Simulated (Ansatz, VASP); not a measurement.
# Two plane-wave programs on Mg2C

Contents of INCAR:

```
PREC = Accurate
ENCUT = 600
EDIFF = 1E-6
ISMEAR = 0
SIGMA = 0.01
LREAL = False
LASPH = True
NELM = 120
ALGO = Normal
ISIF = 2
LWAVE = False
LCHARG = True
GGA = PS
LELF = True
LVHAR = True
NBANDS = 11
GGA_COMPAT = False
```

KPOINTS

```
Automatic mesh
0
Gamma
  6 6 6
```

The input POSCAR:

```
Mg2C
1.0
    0.0000000000      2.7109426181      2.7109426181
    2.7109426181      0.0000000000      2.7109426181
    2.7109426181      2.7109426181      0.0000000000
C Mg
1 2
Direct
    0.0000000000      0.0000000000      0.0000000000
    0.2500000000      0.2500000000      0.2500000000
    0.7500000000      0.7500000000      0.7500000000
```

Input for Ansatz:

```yaml
crystal:
  lattice:
    - [0.0, 2.7109426181, 2.7109426181]
    - [2.7109426181, 0.0, 2.7109426181]
    - [2.7109426181, 2.7109426181, 0.0]
  atoms:
    - { symbol: C, position: [0.0, 0.0, 0.0] }
    - { symbol: Mg, position: [0.25, 0.25, 0.25] }
    - { symbol: Mg, position: [0.75, 0.75, 0.75] }
kpoints:
  mp_grid: { grid: [6, 6, 6] }
hamiltonian:
  xc: pbesol
scf:
  occupations: { method: fixed }
  n_extra_bands: 4
output:
  forces: true
  stress: true
  eigenvalues: true
```

Alike in both runs: task single point; functional PBEsol; k mesh 6 × 6 × 6; no spin polarisation.

|  | VASP | Ansatz |
| --- | --- | --- |
| version | VASP 6.6.1 | Ansatz 0.2.0 |
| potentials or method | VASP PAW PBE potentials, release 64 (C, Mg) | plane waves |
| plane-wave cutoff (eV) | 600 | 420 |
| occupations | gaussian, width 0.01 eV | fixed |
| valence electrons in the cell | 8 | 24 |

|  | VASP | Ansatz | Ansatz less VASP |
| --- | --- | --- | --- |
| gap on the k mesh at the Fermi level (eV) | 0.68 | 0.68 | +0.007 |
| pressure (GPa) | 0.0 | 0.1 | +0.04 |

VASP's potentials were made for PBE, not for PBEsol. VASP's potentials hold 8 valence electrons a cell and Ansatz's 24, so a difference there can come from the potentials and not from the codes.
